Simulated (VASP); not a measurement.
Runs of VASP 6.6.1 on CdSe. The structure is that of space group P6_3mc (No. 186), or close to it. The cells are those of the table. 

```tsv
task	level	spin	cell	cutoff (eV)	smearing	gap on the mesh (eV)	pressure (GPa)	largest force (eV/Å)
relaxation of cell and atoms	BLYP+D3(BJ)	off	relaxed from a = 4.300, b = 4.300, c = 7.020 Å, angles 90.0, 90.0, 120.0°, 4 atoms	600	fermi-dirac 0.05 eV	(b)	0.0	0.01
single point	PBEsol	off	a = 4.357, b = 4.357, c = 7.112 Å, angles 90.0, 90.0, 120.0°, 4 atoms	520	fermi-dirac 0.05 eV	0.50	-1.4	0.24
single point	PBE	off	a = 4.300, b = 4.300, c = 7.020 Å, angles 90.0, 90.0, 120.0°, 4 atoms	520	gaussian 0.03 eV	0.70	3.3	0.29
single point	pbe exchange, lyp correlation	collinear	a = 4.300, b = 4.300, c = 7.020 Å, angles 90.0, 90.0, 120.0°, 4 atoms	500	methfessel-paxton 0.1 eV	(a)	6.3	0.32
single point	PBE	off	a = 4.300, b = 4.300, c = 7.020 Å, angles 90.0, 90.0, 120.0°, 4 atoms	520	gaussian 0.029 eV	0.70	3.3	0.29
```

Alike in all rows: potentials or basis VASP PAW PBE potentials, release 64 (Cd, Se); k mesh 7 × 7 × 4.

Fill in the values left out.

(a) 0.63; (b) 0.55.

Caveats: semilocal functionals underestimate gaps, and a narrow one can read as zero; the PAW data sets were made with another functional, which shifts forces and pressure a little (at least some runs); the cell stands under pressure (at least some runs).

A k mesh can miss the band edges, and the runs leave out spin-orbit coupling on Cd, Se.
